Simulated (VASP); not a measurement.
# PbS (Galena) (Fm-3m) in VASP: a series of runs

The runs below take PbS (Galena) through single point, with PBE, RPBE+D4.

All numbers are computed with VASP 6.6.1; they aren't measurements. Logs are shortened: lines on timing, memory, paths and dates and some standing lists are left out, and cuts for length are marked.

## 1. The cell of the first run

It takes space group Fm-3m (No. 225, cubic). Conventional cell: a = 5.931 Å, b = 5.931 Å, c = 5.931 Å, α = 90.00°, β = 90.00°, γ = 90.00°. Within 3.9 Å of Pb (site symmetry m-3m) lie 6 S at 2.97 Å. Within 3.9 Å of S (site symmetry m-3m) lie 6 Pb at 2.97 Å.

## 2. Single point, PBE

Contents of INCAR:

```
SYSTEM = PbS
ALGO     = Normal         ! electronic algorithm
EDIFF    = 1E-7           ! SCF threshold, eV
ENCUT    = 520            ! plane-wave cutoff, eV
GGA      = PE             ! functional
ISIF     = 2              ! what is computed and relaxed
ISMEAR   = 0              ! smearing method
LASPH    = .True.         ! aspherical terms in the spheres
LCHARG   = .False.        ! write CHGCAR
LREAL    = .False.        ! projectors in reciprocal space
LWAVE    = .False.        ! write WAVECAR
NBANDS   = 17             ! bands
NELM     = 60             ! most SCF steps
PREC     = Accurate       ! precision mode
SIGMA    = 0.1            ! smearing width, eV
```

Contents of KPOINTS:

```
k-points
0
Gamma
  8 8 8
  0 0 0
```

Contents of POSCAR:

```
PbS
1.0
    0.0000000000      2.9657500000      2.9657500000
    2.9657500000      0.0000000000      2.9657500000
    2.9657500000      2.9657500000      0.0000000000
Pb S
1 1
Direct
    0.0000000000      0.0000000000      0.0000000000
    0.5000000000      0.5000000000      0.5000000000
```

Potentials or basis: VASP PAW PBE potentials, release 64 (Pb_d, S).

The run is started by

```console
$ cat potpaw_PBE.64/Pb_d/POTCAR potpaw_PBE.64/S/POTCAR > POTCAR
$ mpirun -np 1 vasp_std > vasp.out
```

OUTCAR:

```text
SYSTEM = PbS
   EDIFF = 1E-7
   ENCUT = 520
   GGA = PE
   ISIF = 2
   ISMEAR = 0
   LASPH = .True.
   LREAL = .False.
   NELM = 60
   PREC = Accurate

 ion  position               nearest neighbor table
   1  0.000  0.000  0.000-   2 2.97   2 2.97   2 2.97   2 2.97   2 2.97   2 2.97
   2  0.500  0.500  0.500-   1 2.97   1 2.97   1 2.97   1 2.97   1 2.97   1 2.97

  LATTYP: Found a face centered cubic cell.
 ALAT       =     5.9315000000

  Lattice vectors:

 A1 = (   0.0000000000,   2.9657500000,   2.9657500000)
 A2 = (   2.9657500000,   0.0000000000,   2.9657500000)
 A3 = (   2.9657500000,   2.9657500000,   0.0000000000)

Analysis of symmetry for initial positions (statically):
=====================================================================
 Subroutine PRICEL returns:
 Original cell was already a primitive cell.

 Routine SETGRP: Setting up the symmetry group for a
 face centered cubic supercell.

 Subroutine GETGRP returns: Found 48 space group operations
[... 9 lines left out ...]

 Routine SETGRP: Setting up the symmetry group for a
 face centered cubic supercell.

 Subroutine GETGRP returns: Found 48 space group operations
[... 11 lines left out ...]
                                     Primitive cell

  volume of cell :      52.1715

  direct lattice vectors                    reciprocal lattice vectors
     0.000000000  2.965750000  2.965750000    -0.168591419  0.168591419  0.168591419
     2.965750000  0.000000000  2.965750000     0.168591419 -0.168591419  0.168591419
     2.965750000  2.965750000  0.000000000     0.168591419  0.168591419 -0.168591419

  length of vectors
     4.194203873  4.194203873  4.194203873     0.292008903  0.292008903  0.292008903

  position of ions in fractional coordinates (direct lattice)
     0.000000000  0.000000000  0.000000000
     0.500000000  0.500000000  0.500000000

  ion indices of the primitive-cell ions
   primitive index   ion index
                 1           1
                 2           2

----------------------------------------------------------------------------------------

 KPOINTS: k-points

Automatic generation of k-mesh.
 Grid dimensions read from file:
 generate k-points for:    8    8    8

 Generating k-lattice:

  Cartesian coordinates                     Fractional coordinates (reciprocal lattice)
    -0.021073927  0.021073927  0.021073927     0.125000000  0.000000000  0.000000000
     0.021073927 -0.021073927  0.021073927     0.000000000  0.125000000  0.000000000
     0.021073927  0.021073927 -0.021073927     0.000000000  0.000000000  0.125000000

  Length of vectors
     0.036501113  0.036501113  0.036501113

  Shift w.r.t. Gamma in fractional coordinates (k-lattice)
     0.000000000  0.000000000  0.000000000

 Subroutine IBZKPT returns following result:
 ===========================================

 Found     29 irreducible k-points:

 Following reciprocal coordinates:
            Coordinates               Weight
  0.000000  0.000000  0.000000      1.000000
  0.125000  0.000000  0.000000      8.000000
  0.250000  0.000000  0.000000      8.000000
  0.375000  0.000000  0.000000      8.000000
  0.500000  0.000000  0.000000      4.000000
  0.125000  0.125000  0.000000      6.000000
[... 16 lines left out ...]
  0.500000  0.250000  0.125000     48.000000
 -0.375000  0.250000  0.125000     24.000000
 [... further k-points ...]
   k-points           NKPTS =     29   k-points in BZ     NKDIM =     29   number of bands    NBANDS=     17
   number of dos      NEDOS =    301   number of ions     NIONS =      2
   total plane-waves  NPLWV =  32768
   dimension x,y,z NGX =    32 NGY =   32 NGZ =   32
   dimension x,y,z NGXF=    64 NGYF=   64 NGZF=   64
   ions per type =               1   1
   NGX,Y,Z   is equivalent  to a cutoff of  12.68, 12.68, 12.68 a.u.
   NGXF,Y,Z  is equivalent  to a cutoff of  25.37, 25.37, 25.37 a.u.
 SYSTEM =  PbS
   PREC   = accura    normal or accurate (medium, high low for compatibility)
   ISTART =      0    job   : 0-new  1-cont  2-samecut
   ICHARG =      2    charge: 1-file 2-atom 10-const
   ISPIN  =      1    spin polarized calculation?
   LNONCOLLINEAR =      F non collinear calculations
   LSORBIT =      F    spin-orbit coupling
   LASPH  =      T    aspherical Exc in radial PAW
   ENCUT  =  520.0 eV  38.22 Ry    6.18 a.u.   7.80  7.80  7.80*2*pi/ulx,y,z
   NELM   =     60;   NELMIN=  2; NELMDL= -5     # of ELM steps
   EDIFF  = 0.1E-06   stopping-criterion for ELM
   LREAL  =      F    real-space projection
   EDIFFG = 0.1E-05   stopping-criterion for IOM
   NSW    =      0    number of steps for IOM
   IBRION =     -1    ionic relax: 0-MD 1-quasi-New 2-CG
   NFREE  =      0    steps in history (QN), initial steepest desc. (CG)
   ISIF   =      2    stress and relaxation
   ISYM   =      2    0-nonsym 1-usesym 2-fastsym
   POTIM  = 0.5000    time-step for ionic-motion
   TEBEG  =    0.0;   TEEND  =   0.0 temperature during run
   PSTRESS=    0.0 pullay stress
   NELECT =      20.0000    total number of electrons
   NUPDOWN=      -1.0000    fix difference up-down
   EMIN   =  10.00;   EMAX   =-10.00  energy-range for DOS
   EFERMI =   0.00;   METHOD = LEGACY
   ISMEAR =     0;   SIGMA  =   0.10  broadening in eV -4-tet -1-fermi 0-gaus
   EFERMI_NEDOS =   21; number of points for ismear=-14 and -15
   IALGO  =     38    algorithm
   IMIX   =      4    mixing-type and parameters
     AMIX     =   0.40;   BMIX     =  1.00
     AMIX_MAG =   1.60;   BMIX_MAG =  1.00
  volume/ion in A,a.u.               =      26.09       176.04
  Fermi-wavevector in a.u.,A,eV,Ry     =   1.189251  2.247359 19.242973  1.414319
  Thomas-Fermi vector in A             =   2.325363
   LORBIT       =      0    0 simple, 1 ext, 2 COOP (PROOUT), +10 PAW based schemes
   GGA     = PE    functional components
   LHFCALC =     F    Hartree Fock is set to
   AEXX    =    0.0000 exact exchange contribution
   IVDW    =     0    specifies the selected vdW correction
   LEPSILON=     F    determine dielectric tensor
   LRPA    =     F    only Hartree local field effects (RPA)
 non-spin polarized calculation
 Gauss-broadening in eV      SIGMA  =   0.10
  energy-cutoff  :      520.00
  volume of cell :       52.17
 maximum number of plane-waves:      1424
   NGX = 15   NGY = 15   NGZ = 15

 number of electron      19.9999998 magnetization

 Free energy of the ion-electron system (eV)
  ---------------------------------------------------
  ext. energy  EPLUGINS =         0.00000000
  ---------------------------------------------------
  free energy    TOTEN  =        -8.75604947 eV

  energy without entropy =       -8.75601753  energy(sigma->0) =       -8.75603350

 E-fermi :   6.0049     XC(G=0):  -9.6824

 val. band max:        5.8227648811   @ k =   0.5000   0.0000   0.0000
 cond. band min:       6.1870548325   @ k =   0.5000   0.0000   0.0000
 fundamental gap:      0.3642899515
 Fermi energy:         6.0049098641

 k-point     1 :       0.0000    0.0000    0.0000
  band No.  band energies     occupation
      1     -11.0018      2.00000
      2     -11.0018      2.00000
      3     -11.0018      2.00000
      4     -10.9853      2.00000
      5     -10.9853      2.00000
      6      -7.7751      2.00000
[... 9 lines left out ...]
     16      12.5529      0.00000
     17      14.4807      0.00000

 k-point     2 :       0.1250    0.0000    0.0000
  band No.  band energies     occupation
      1     -11.0011      2.00000
      2     -10.9989      2.00000
      3     -10.9989      2.00000
      4     -10.9861      2.00000
      5     -10.9861      2.00000
      6      -7.6420      2.00000
[... 9 lines left out ...]
     16      12.9236      0.00000
     17      15.6797      0.00000

 k-point     3 :       0.2500    0.0000    0.0000
  band No.  band energies     occupation
      1     -11.0049      2.00000
      2     -11.0049      2.00000
      3     -10.9997      2.00000
      4     -10.9747      2.00000
      5     -10.9747      2.00000
      6      -7.2723      2.00000
[... 9 lines left out ...]
     16      13.7739      0.00000
     17      17.7155      0.00000

 k-point     4 :       0.3750    0.0000    0.0000
  band No.  band energies     occupation
      1     -11.0149      2.00000
      2     -11.0149      2.00000
      3     -10.9989      2.00000
      4     -10.9592      2.00000
      5     -10.9592      2.00000
      6      -6.7924      2.00000
[... 9 lines left out ...]
     16      14.9995      0.00000
     17      17.6176      0.00000

 k-point     5 :       0.5000    0.0000    0.0000
  band No.  band energies     occupation
      1     -11.0192      2.00000
      2     -11.0192      2.00000
      3     -10.9986      2.00000
      4     -10.9527      2.00000
      5     -10.9527      2.00000
      6      -6.5337      2.00000
[... 9 lines left out ...]
     16      15.9447      0.00000
     17      16.3698      0.00000

 k-point     6 :       0.1250    0.1250    0.0000
  band No.  band energies     occupation
      1     -11.0055      2.00000
      2     -10.9977      2.00000
      3     -10.9932      2.00000
      4     -10.9932      2.00000
      5     -10.9815      2.00000
      6      -7.5954      2.00000
[... 9 lines left out ...]
     16      13.6999      0.00000
     17      15.1321      0.00000

 k-point     7 :       0.2500    0.1250    0.0000
  band No.  band energies     occupation
      1     -11.0142      2.00000
      2     -11.0052      2.00000
      3     -10.9923      2.00000
      4     -10.9829      2.00000
      5     -10.9714      2.00000
      6      -7.2988      2.00000
[... 9 lines left out ...]
     16      14.5038      0.00000
     17      16.3806      0.00000

 k-point     8 :       0.3750    0.1250    0.0000
  band No.  band energies     occupation
      1     -11.0285      2.00000
      2     -11.0014      2.00000
      3     -10.9998      2.00000
      4     -10.9720      2.00000
      5     -10.9568      2.00000
      6      -6.8430      2.00000
[... 9 lines left out ...]
     16      15.5640      0.00000
     17      17.5611      0.00000
[... 203 lines left out ...]
      1     -11.1208      2.00000
      2     -11.0202      2.00000
      3     -10.9666      2.00000
      4     -10.9478      2.00000
      5     -10.9443      2.00000
      6      -6.1754      2.00000
[... 9 lines left out ...]
     16      17.3845      0.00000
     17      17.5843      0.00000

 k-point    20 :      -0.3750    0.3750    0.0000
  band No.  band energies     occupation
      1     -11.0999      2.00000
      2     -11.0049      2.00000
      3     -10.9782      2.00000
      4     -10.9580      2.00000
      5     -10.9490      2.00000
      6      -6.1108      2.00000
[... 9 lines left out ...]
     16      16.7566      0.00000
     17      18.4266      0.00000

 k-point    21 :       0.5000    0.5000    0.0000
  band No.  band energies     occupation
      1     -11.1401      2.00000
      2     -11.0272      2.00000
      3     -10.9595      2.00000
      4     -10.9408      2.00000
      5     -10.9408      2.00000
      6      -6.1024      2.00000
[... 9 lines left out ...]
     16      18.0851      0.00000
     17      18.1855      0.00000

 k-point    22 :       0.3750    0.2500    0.1250
  band No.  band energies     occupation
      1     -11.0338      2.00000
      2     -11.0054      2.00000
      3     -10.9918      2.00000
      4     -10.9727      2.00000
      5     -10.9634      2.00000
      6      -6.9516      2.00000
[... 9 lines left out ...]
     16      15.6936      0.00000
     17      16.0126      0.00000

 k-point    23 :       0.5000    0.2500    0.1250
  band No.  band energies     occupation
      1     -11.0492      2.00000
      2     -11.0001      2.00000
      3     -10.9942      2.00000
      4     -10.9677      2.00000
      5     -10.9564      2.00000
      6      -6.5239      2.00000
[... 9 lines left out ...]
     16      16.1058      0.00000
     17      17.1197      0.00000

 k-point    24 :      -0.3750    0.2500    0.1250
  band No.  band energies     occupation
      1     -11.0549      2.00000
      2     -11.0028      2.00000
      3     -10.9857      2.00000
      4     -10.9727      2.00000
      5     -10.9517      2.00000
      6      -6.3076      2.00000
[... 9 lines left out ...]
     16      16.7388      0.00000
     17      17.0014      0.00000

 [... further k-points ...]

------------------------ aborting loop because EDIFF is reached ----------------------------------------

  FORCE on cell =-STRESS in cart. coord.  units (eV):
  Direction    XX          YY          ZZ          XY          YZ          ZX
  --------------------------------------------------------------------------------------
  -------------------------------------------------------------------------------------
  Total        0.7026300      0.7026300      0.7026300      0.0000000      0.0000000     -0.0000000
  in kB       21.5776258     21.5776258     21.5776258      0.0000000      0.0000000     -0.0000000
  external PRESSURE =      21.5776258 kB  Pullay stress =       0.0000000 kB

 VOLUME and BASIS-vectors are now :
 -----------------------------------------------------------------------------
  energy-cutoff  :      520.00
  volume of cell :       52.17
      direct lattice vectors                 reciprocal lattice vectors
     0.000000000  2.965750000  2.965750000    -0.168591419  0.168591419  0.168591419
     2.965750000  0.000000000  2.965750000     0.168591419 -0.168591419  0.168591419
     2.965750000  2.965750000  0.000000000     0.168591419  0.168591419 -0.168591419

 POSITION                                       TOTAL-FORCE (eV/Angst)
 -----------------------------------------------------------------------------------
      0.00000      0.00000      0.00000         0.000000     -0.000000     -0.000000
      2.96575      2.96575      2.96575        -0.000000      0.000000      0.000000
 -----------------------------------------------------------------------------------
    total drift:                                0.000000     -0.000000     -0.000000

  FREE ENERGIE OF THE ION-ELECTRON SYSTEM (eV)
  ---------------------------------------------------
  free  energy   TOTEN  =        -8.7560494698 eV

  energy  without entropy=       -8.7560175253  energy(sigma->0) =       -8.75603350
```

Wall time 8.5 s (1 thread of Intel Xeon 6975P-C (Granite Rapids), shared host); peak memory 0.18 GiB.

What came out:

```
Free energy            : -8.7560 eV
Pressure               : 2.2 GPa
Band gap on the k mesh : 0.36 eV, direct
```

Caveat: spin-orbit coupling is left out, which moves the levels of the heavy elements.

## 3. Single point, RPBE+D4

This run uses another cell than the first one, of 26.23 Å³/atom, 1.006 times its volume.

Contents of INCAR:

```
  ALGO = Normal
  EDIFF = 1E-6
  ENCUT = 520
  GGA = RP
  ISIF = 2
  ISMEAR = -1
  IVDW = 13
  LASPH = T
  LCHARG = F
  LREAL = F
  LWAVE = F
  NBANDS = 17
  NELM = 100
  PREC = Accurate
  SIGMA = 0.05
```

Contents of KPOINTS:

```
k-points
0
Gamma
  8 8 8
```

Contents of POSCAR:

```
PbS
1.0
    0.0000000000      2.9712619643      2.9712619643
    2.9712619643      0.0000000000      2.9712619643
    2.9712619643      2.9712619643      0.0000000000
Pb S
1 1
Direct
    0.0000000000      0.0000000000      0.0000000000
    0.5000000000      0.5000000000      0.5000000000
```

Potentials or basis: VASP PAW PBE potentials, release 64 (Pb_d, S).

The run is started by

```console
$ cat potpaw_PBE.64/Pb_d/POTCAR potpaw_PBE.64/S/POTCAR > POTCAR
$ mpirun -np 1 vasp_std > vasp.out
```

OUTCAR:

```text
EDIFF = 1E-6
   ENCUT = 520
   GGA = RP
   ISIF = 2
   ISMEAR = -1
   IVDW = 13
   LASPH = T
   LREAL = F
   NELM = 100
   PREC = Accurate

 ion  position               nearest neighbor table
   1  0.000  0.000  0.000-   2 2.97   2 2.97   2 2.97   2 2.97   2 2.97   2 2.97
   2  0.500  0.500  0.500-   1 2.97   1 2.97   1 2.97   1 2.97   1 2.97   1 2.97

  LATTYP: Found a face centered cubic cell.
 ALAT       =     5.9425239286

  Lattice vectors:

[... 663 lines left out ...]

 [... further k-points ...]

------------------------ aborting loop because EDIFF is reached ----------------------------------------

  DFT-D4 for vdW energy calculation

  Edisp (eV):   -1.41816

  FORCE on cell =-STRESS in cart. coord.  units (eV):
  Direction    XX          YY          ZZ          XY          YZ          ZX
  --------------------------------------------------------------------------------------
  -------------------------------------------------------------------------------------
  Total      -0.03328    -0.03328    -0.03328    -0.00000     0.00000    -0.00000
  in kB      -1.01647    -1.01647    -1.01647    -0.00000     0.00000    -0.00000
  external pressure =       -1.02 kB  Pullay stress =        0.00 kB

 VOLUME and BASIS-vectors are now :
 -----------------------------------------------------------------------------
  energy-cutoff  :      520.00
  volume of cell :       52.46
      direct lattice vectors                 reciprocal lattice vectors
     0.000000000  2.971261964  2.971261964    -0.168278666  0.168278666  0.168278666
     2.971261964  0.000000000  2.971261964     0.168278666 -0.168278666  0.168278666
     2.971261964  2.971261964  0.000000000     0.168278666  0.168278666 -0.168278666

 POSITION                                       TOTAL-FORCE (eV/Angst)
 -----------------------------------------------------------------------------------
      0.00000      0.00000      0.00000         0.000000      0.000000      0.000000
      2.97126      2.97126      2.97126        -0.000000     -0.000000     -0.000000
 -----------------------------------------------------------------------------------
    total drift:                                0.000000     -0.000000     -0.000000

  FREE ENERGIE OF THE ION-ELECTRON SYSTEM (eV)
  ---------------------------------------------------
  free  energy   TOTEN  =        -9.4855025982 eV

  energy  without entropy=       -9.4854296079  energy(sigma->0) =       -9.48546610
```

stdout:

```text
POSCAR found type information on POSCAR PbS
 POSCAR found :  2 types and       2 ions
 scaLAPACK will be used
 -----------------------------------------------------------------------------
|                                                                             |
|                                                                             |
|     You enforced a specific xc type in the INCAR file but a different       |
|     I HOPE YOU KNOW WHAT YOU ARE DOING!                                     |
|                                                                             |
 -----------------------------------------------------------------------------

 LDA part: xc-table for (Slater+PW92), standard interpolation
 POSCAR, INCAR and KPOINTS ok, starting setup
 FFT: planning ... GRIDC
 FFT: planning ... GRID_SOFT
 FFT: planning ... GRID
 WAVECAR not read
 entering main loop
```

Run time: 8.8 s. Hardware: 1 thread of Intel Xeon 6975P-C (Granite Rapids), shared host; peak memory 0.18 GiB.

Results:

```yaml
Free_energy: -9.4855 eV
Pressure: -0.1 GPa
Band_gap_on_the_k_mesh: 0.48 eV, direct
Dispersion_energy_per_atom: -0.709 eV
```

Levels at points of the mesh, in eV from the valence-band top:
```tsv
k point	band 6	band 7	band 8	band 9	band 10	band 11	band 12	band 13	band 14	band 15
(0.00, 0.00, 0.00)	-13.54	-6.00	-2.15	-2.15	-2.15	5.26	5.26	5.26	6.79	6.79
(0.50, 0.00, 0.00)	-12.32	-8.78	-1.77	-1.77	0.00	0.48	2.03	2.03	8.81	10.13
(0.50, 0.50, 0.00)	-11.90	-7.16	-5.11	-3.40	-3.40	3.99	5.63	5.72	5.72	11.13
```

Caveat: the PAW data sets were made with another functional, which shifts forces and pressure a little; spin-orbit coupling is left out, which moves the levels of the heavy elements. A k mesh can miss the band edges.
